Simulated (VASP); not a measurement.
# CuO (Cc) in VASP: further runs

CuO is run at these levels: RPBE, LDA, r2SCAN; tasks: single point.

Program: VASP 6.6.1. These are calculated values, not measurements. Logs are shortened: lines on timing, memory, paths and dates and some standing lists are left out, and cuts for length are marked.

### 1 The cell of the first run

Symmetry: Cc, No. 9, monoclinic system. Conventional cell: a = 4.751 Å, b = 3.472 Å, c = 5.200 Å, α = 90.00°, β = 99.65°, γ = 90.00°. Within 2.6 Å of Cu (site symmetry 1) lie 4 O at 1.93 to 2.05 Å. Within 2.7 Å of O (site symmetry 1) lie 4 Cu at 1.93 to 2.05 Å and 2 O at 2.66 Å.

### 2 Single point, RPBE

Input file INCAR:

```
SYSTEM = CuO
  PREC = Accurate
  ENCUT = 700
  EDIFF = 1E-6
  ISMEAR = -1
  SIGMA = 0.05
  LREAL = .False.
  LASPH = .True.
  NELM = 120
  ALGO = Normal
  ISIF = 2
  LWAVE = .False.
  LCHARG = .False.
  GGA = RP
  NBANDS = 33
  GGA_COMPAT = .False.
```

Input file KPOINTS:

```
regular mesh
0
Gamma
  10 10 5
  0 0 0
```

Input file POSCAR:

```
CuO
1.0
    2.3755041962     -1.7359473225      0.0000000000
    2.3755041962      1.7359473225      0.0000000000
   -0.8718787375      0.0000000000      5.1260155593
Cu O
2 2
Direct
    0.4968000000      0.0032000000      0.5000000000
    0.0032000000      0.4968000000      0.0000000000
    0.4056000000      0.5714000000      0.7537000000
    0.5714000000      0.4056000000      0.2537000000
```

Potentials or basis: VASP PAW PBE potentials, release 64 (Cu_sv_GW, O).

On the command line:

```
$ cat potpaw_PBE.64/Cu_sv_GW/POTCAR potpaw_PBE.64/O/POTCAR > POTCAR
$ mpirun -np 1 vasp_std > vasp.out
```

OUTCAR:

```text
SYSTEM = CuO
   PREC = Accurate
   ENCUT = 700
   EDIFF = 1E-6
   ISMEAR = -1
   LREAL = .False.
   LASPH = .True.
   NELM = 120
   ISIF = 2
   GGA = RP

 ion  position               nearest neighbor table
   1  0.497  0.003  0.500-   4 1.93   3 1.96   4 2.00   3 2.05
   2  0.003  0.497  0.000-   3 1.93   4 1.96   3 2.00   4 2.05
   3  0.406  0.571  0.754-   2 1.93   1 1.96   2 2.00   1 2.05
   4  0.571  0.406  0.254-   1 1.93   2 1.96   1 2.00   2 2.05

  LATTYP: Found a base centered monoclinic cell.
 ALAT       =     4.7510083924
 B/A-ratio  =     0.7307700510
 C/A-ratio  =     1.0944277397
 COS(beta)  =    -0.1676807457

  Lattice vectors:

 A1 = (   2.3755041962,  -1.7359473225,   0.0000000000)
 A2 = (   2.3755041962,   1.7359473225,   0.0000000000)
 A3 = (  -0.8718787375,   0.0000000000,   5.1260155593)

Analysis of symmetry for initial positions (statically):
=====================================================================
 Subroutine PRICEL returns:
 Original cell was already a primitive cell.

 Routine SETGRP: Setting up the symmetry group for a
 base centered monoclinic supercell.

 Subroutine GETGRP returns: Found  2 space group operations
 (whereof  1 operations were pure point group operations)
 out of a pool of  4 trial point group operations.

The static configuration has the point symmetry C_1 .
 The point group associated with its full space group is C_1h.

Analysis of symmetry for dynamics (positions and initial velocities):
=====================================================================
 Subroutine PRICEL returns:
 Original cell was already a primitive cell.

 Routine SETGRP: Setting up the symmetry group for a
 base centered monoclinic supercell.

 Subroutine GETGRP returns: Found  2 space group operations
 (whereof  1 operations were pure point group operations)
 out of a pool of  4 trial point group operations.

The dynamic configuration has the point symmetry C_1 .
 The point group associated with its full space group is C_1h.

 Subroutine INISYM returns: Found  2 space group operations
 (whereof  1 operations are pure point group operations),
 and found     1 'primitive' translations

----------------------------------------------------------------------------------------

                                     Primitive cell

  volume of cell :      42.2768

  direct lattice vectors                    reciprocal lattice vectors
     2.375504196 -1.735947322  0.000000000     0.210481632 -0.288027173  0.035800605
     2.375504196  1.735947322  0.000000000     0.210481632  0.288027173  0.035800605
    -0.871878738  0.000000000  5.126015559     0.000000000  0.000000000  0.195083294

  length of vectors
     2.942198717  2.942198717  5.199635376     0.358530129  0.358530129  0.195083294

  position of ions in fractional coordinates (direct lattice)
     0.496800000  0.003200000  0.500000000
     0.003200000  0.496800000  0.000000000
     0.405600000  0.571400000  0.753700000
     0.571400000  0.405600000  0.253700000

  ion indices of the primitive-cell ions
   primitive index   ion index
                 1           1
                 2           2
                 3           3
                 4           4

----------------------------------------------------------------------------------------

 KPOINTS: regular mesh

Automatic generation of k-mesh.
 Grid dimensions read from file:
 generate k-points for:   10   10    5

 Generating k-lattice:

  Cartesian coordinates                     Fractional coordinates (reciprocal lattice)
     0.021048163 -0.028802717  0.003580061     0.100000000  0.000000000 -0.000000000
     0.021048163  0.028802717  0.003580061     0.000000000  0.100000000 -0.000000000
     0.000000000  0.000000000  0.039016659     0.000000000  0.000000000  0.200000000

  Length of vectors
     0.035853013  0.035853013  0.039016659

  Shift w.r.t. Gamma in fractional coordinates (k-lattice)
     0.000000000  0.000000000  0.000000000

 Subroutine IBZKPT returns following result:
 ===========================================

 Found    141 irreducible k-points:

 Following reciprocal coordinates:
            Coordinates               Weight
  0.000000  0.000000  0.000000      1.000000
  0.100000  0.000000 -0.000000      4.000000
  0.200000  0.000000 -0.000000      4.000000
  0.300000  0.000000  0.000000      4.000000
  0.400000  0.000000 -0.000000      4.000000
  0.500000  0.000000 -0.000000      2.000000
[... 16 lines left out ...]
  0.300000  0.300000  0.000000      2.000000
  0.400000  0.300000  0.000000      4.000000
 [... further k-points ...]
   k-points           NKPTS =    141   k-points in BZ     NKDIM =    141   number of bands    NBANDS=     33
   number of dos      NEDOS =    301   number of ions     NIONS =      4
   total plane-waves  NPLWV =  37632
   dimension x,y,z NGX =    28 NGY =   28 NGZ =   48
   dimension x,y,z NGXF=    56 NGYF=   56 NGZF=   96
   ions per type =               2   2
   NGX,Y,Z   is equivalent  to a cutoff of  15.82, 15.82, 15.35 a.u.
   NGXF,Y,Z  is equivalent  to a cutoff of  31.64, 31.64, 30.69 a.u.
 SYSTEM =  CuO
   PREC   = accura    normal or accurate (medium, high low for compatibility)
   ISTART =      0    job   : 0-new  1-cont  2-samecut
   ICHARG =      2    charge: 1-file 2-atom 10-const
   ISPIN  =      1    spin polarized calculation?
   LNONCOLLINEAR =      F non collinear calculations
   LSORBIT =      F    spin-orbit coupling
   LASPH  =      T    aspherical Exc in radial PAW
   ENCUT  =  700.0 eV  51.45 Ry    7.17 a.u.   6.35  6.35 11.22*2*pi/ulx,y,z
   NELM   =    120;   NELMIN=  2; NELMDL= -5     # of ELM steps
   EDIFF  = 0.1E-05   stopping-criterion for ELM
   LREAL  =      F    real-space projection
   EDIFFG = 0.1E-04   stopping-criterion for IOM
   NSW    =      0    number of steps for IOM
   IBRION =     -1    ionic relax: 0-MD 1-quasi-New 2-CG
   NFREE  =      0    steps in history (QN), initial steepest desc. (CG)
   ISIF   =      2    stress and relaxation
   ISYM   =      2    0-nonsym 1-usesym 2-fastsym
   POTIM  = 0.5000    time-step for ionic-motion
   TEBEG  =    0.0;   TEEND  =   0.0 temperature during run
   PSTRESS=    0.0 pullay stress
   NELECT =      50.0000    total number of electrons
   NUPDOWN=      -1.0000    fix difference up-down
   EMIN   =  10.00;   EMAX   =-10.00  energy-range for DOS
   EFERMI =   0.00;   METHOD = LEGACY
   ISMEAR =    -1;   SIGMA  =   0.05  broadening in eV -4-tet -1-fermi 0-gaus
   EFERMI_NEDOS =   21; number of points for ismear=-14 and -15
   IALGO  =     38    algorithm
   IMIX   =      4    mixing-type and parameters
     AMIX     =   0.40;   BMIX     =  1.00
     AMIX_MAG =   1.60;   BMIX_MAG =  1.00
  volume/ion in A,a.u.               =      10.57        71.32
  Fermi-wavevector in a.u.,A,eV,Ry     =   1.731267  3.271620 40.780549  2.997286
  Thomas-Fermi vector in A             =   2.805666
   LORBIT       =      0    0 simple, 1 ext, 2 COOP (PROOUT), +10 PAW based schemes
   GGA     = RP    functional components
   LHFCALC =     F    Hartree Fock is set to
   AEXX    =    0.0000 exact exchange contribution
   IVDW    =     0    specifies the selected vdW correction
   LEPSILON=     F    determine dielectric tensor
   LRPA    =     F    only Hartree local field effects (RPA)
 non-spin polarized calculation
  energy-cutoff  :      700.00
  volume of cell :       42.28
 maximum number of plane-waves:      1799
 NGX is ok and might be reduce to    28
   NGX = 13   NGY = 13   NGZ = 23

 number of electron      49.9999993 magnetization

 Free energy of the ion-electron system (eV)
  ---------------------------------------------------
  ext. energy  EPLUGINS =         0.00000000
  ---------------------------------------------------
  free energy    TOTEN  =       -17.93179959 eV

  energy without entropy =      -17.91206156  energy(sigma->0) =      -17.92193058

 E-fermi :   5.3637     XC(G=0): -11.7874

 val. band max:        5.3598933734   @ k =  -0.2000   0.3000   0.4000
 cond. band min:       5.3707446551   @ k =   0.4000   0.2000   0.4000
 fundamental gap:      0.0108512817
 Fermi energy:         5.3637335372

 k-point     1 :       0.0000    0.0000    0.0000
  band No.  band energies     occupation
      1    -107.2396      2.00000
      2    -107.2388      2.00000
      3     -64.6989      2.00000
      4     -64.6987      2.00000
      5     -64.6763      2.00000
      6     -64.6690      2.00000
[... 25 lines left out ...]
     32      21.6094      0.00000
     33      22.2014      0.00000

 k-point     2 :       0.1000    0.0000   -0.0000
  band No.  band energies     occupation
      1    -107.2394      2.00000
      2    -107.2388      2.00000
      3     -64.6998      2.00000
      4     -64.6989      2.00000
      5     -64.6759      2.00000
      6     -64.6690      2.00000
[... 25 lines left out ...]
     32      21.0196      0.00000
     33      22.1599      0.00000

 k-point     3 :       0.2000    0.0000   -0.0000
  band No.  band energies     occupation
      1    -107.2390      2.00000
      2    -107.2388      2.00000
      3     -64.7025      2.00000
      4     -64.6988      2.00000
      5     -64.6754      2.00000
      6     -64.6694      2.00000
[... 25 lines left out ...]
     32      20.2247      0.00000
     33      21.5310      0.00000

 k-point     4 :       0.3000    0.0000    0.0000
  band No.  band energies     occupation
      1    -107.2386      2.00000
      2    -107.2385      2.00000
      3     -64.7054      2.00000
      4     -64.6989      2.00000
      5     -64.6742      2.00000
      6     -64.6698      2.00000
[... 25 lines left out ...]
     32      19.1052      0.00000
     33      21.1561      0.00000

 k-point     5 :       0.4000    0.0000   -0.0000
  band No.  band energies     occupation
      1    -107.2384      2.00000
      2    -107.2383      2.00000
      3     -64.7082      2.00000
      4     -64.6989      2.00000
      5     -64.6731      2.00000
      6     -64.6705      2.00000
[... 604 lines left out ...]
 k-point    22 :      -0.2000    0.2000    0.0000
  band No.  band energies     occupation
      1    -107.2387      2.00000
      2    -107.2383      2.00000
      3     -64.7028      2.00000
      4     -64.7021      2.00000
      5     -64.6735      2.00000
      6     -64.6703      2.00000
[... 25 lines left out ...]
     32      18.9345      0.00000
     33      19.0728      0.00000

 k-point    23 :       0.3000    0.3000    0.0000
  band No.  band energies     occupation
      1    -107.2387      2.00000
      2    -107.2380      2.00000
      3     -64.7065      2.00000
      4     -64.7045      2.00000
      5     -64.6748      2.00000
      6     -64.6694      2.00000
[... 25 lines left out ...]
     32      19.6559      0.00000
     33      20.1035      0.00000

 k-point    24 :       0.4000    0.3000    0.0000
  band No.  band energies     occupation
      1    -107.2384      2.00000
      2    -107.2380      2.00000
      3     -64.7086      2.00000
      4     -64.7051      2.00000
      5     -64.6743      2.00000
      6     -64.6696      2.00000
[... 25 lines left out ...]
     32      18.4558      0.00000
     33      19.6825      0.00000

 [... further k-points ...]

------------------------ aborting loop because EDIFF is reached ----------------------------------------

  FORCE on cell =-STRESS in cart. coord.  units (eV):
  Direction    XX          YY          ZZ          XY          YZ          ZX
  --------------------------------------------------------------------------------------
  -------------------------------------------------------------------------------------
  Total        0.2889104      0.7801779      0.0212311      0.0000000      0.0000000     -0.3081050
  in kB       10.9489265     29.5666411      0.8046030      0.0000000      0.0000000    -11.6763491
  external PRESSURE =      13.7733902 kB  Pullay stress =       0.0000000 kB

 VOLUME and BASIS-vectors are now :
 -----------------------------------------------------------------------------
  energy-cutoff  :      700.00
  volume of cell :       42.28
      direct lattice vectors                 reciprocal lattice vectors
     2.375504196 -1.735947322  0.000000000     0.210481632 -0.288027173  0.035800605
     2.375504196  1.735947322  0.000000000     0.210481632  0.288027173  0.035800605
    -0.871878738  0.000000000  5.126015559     0.000000000  0.000000000  0.195083294

 POSITION                                       TOTAL-FORCE (eV/Angst)
 -----------------------------------------------------------------------------------
      0.75181     -0.85686      2.56301        -0.567915     -0.302973      0.217706
      1.18775      0.85686      0.00000        -0.567915      0.302973      0.217706
      1.66373      0.28782      3.86348         0.567915     -0.344637     -0.217706
      2.09967     -0.28782      1.30047         0.567915      0.344637     -0.217706
 -----------------------------------------------------------------------------------
    total drift:                                0.001087      0.000000     -0.000580

  FREE ENERGIE OF THE ION-ELECTRON SYSTEM (eV)
  ---------------------------------------------------
  free  energy   TOTEN  =       -17.9317995878 eV

  energy  without entropy=      -17.9120615628  energy(sigma->0) =      -17.92193058
```

Wall time 2.8 min (1 thread of Intel Xeon 6975P-C (Granite Rapids), shared host); peak memory 0.41 GiB.

What came out:

```
Free energy            : -17.9318 eV
Pressure               : 1.4 GPa
Largest force          : 0.699 eV/Å
Band gap on the k mesh : zero (bands 25 and 26 overlap by 0.59 eV)
```

Forces on the atoms (eV/Å):
```
Cu  -0.568 -0.303  0.218
Cu  -0.568  0.303  0.218
O    0.568 -0.345 -0.218
O    0.568  0.345 -0.218
```

Caveat: the PAW data sets were made with another functional, which shifts forces and pressure a little; semilocal functionals often make such compounds metallic where correlation or magnetic order opens a gap, which also shifts bond lengths.

(Part 1 of 2 ends here.)
